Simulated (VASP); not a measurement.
Crystal: Si.

```xyz
1
Lattice="2.5270 0.0000 0.0000 -1.2635 2.1885 0.0000 0.0000 0.0000 2.3730" Properties=species:S:1:pos:R:3 pbc="T T T"
Si    0.0000    0.0000    0.0000
```

Base run:

```yaml
Program: VASP 6.6.1
Functional: BLYP
Potentials_or_basis: VASP PAW PBE potentials, release 64 (Si)
Cutoff: 500 eV
k_mesh: 13 × 13 × 12
Occupations: fermi-dirac, width 0.1 eV
Spin: no spin polarisation
```

Its results: band gap on the k mesh zero (band 2 reaches 19.25 eV, above the bottom of band 3 at 7.43 eV); pressure 28.7 GPa.

**Question.** The run is repeated on the same cell with these changes: functional from BLYP to PBEsol. What comes out?

**Answer.** Band gap on the k mesh zero (band 2 reaches 18.78 eV, above the bottom of band 3 at 6.76 eV); pressure 17.8 GPa.

PBEsol binds more tightly than BLYP, so the same cell stands under less pressure.

Caveats: the PAW data sets were made with another functional, which shifts forces and pressure a little.
